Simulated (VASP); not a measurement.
HfB:

```
CELL_PARAMETERS angstrom
0.00000 2.31000 2.31000
2.31000 0.00000 2.31000
2.31000 2.31000 0.00000
ATOMIC_POSITIONS crystal
Hf 0.50000 0.50000 0.50000
B 0.00000 0.00000 0.00000
```

Base run:

```yaml
Program: VASP 6.6.1
Functional: RPBE
Potentials_or_basis: VASP PAW PBE potentials, release 64 (Hf_pv, B)
Cutoff: 520 eV
k_mesh: 11 × 11 × 11
Occupations: fermi-dirac, width 0.05 eV
Spin: collinear spin, ferromagnetic start
Starting_moments: "[1.2, 0.0] μB"
Fixed_moment: 1.2 μB
```

Its results: pressure 39.6 GPa; site moments Hf +0.51; B +0.39 μB.

Task: The run is repeated on the same cell with these changes: functional from RPBE to PBE. What comes out?

Result: Pressure 35.7 GPa; site moments Hf +0.51; B +0.39 μB.

PBE binds more tightly than RPBE, so the same cell stands under less pressure.

Caveats: the total moment is fixed, so each spin has its own Fermi level; the PAW data sets were made with another functional, which shifts forces and pressure a little (some runs).
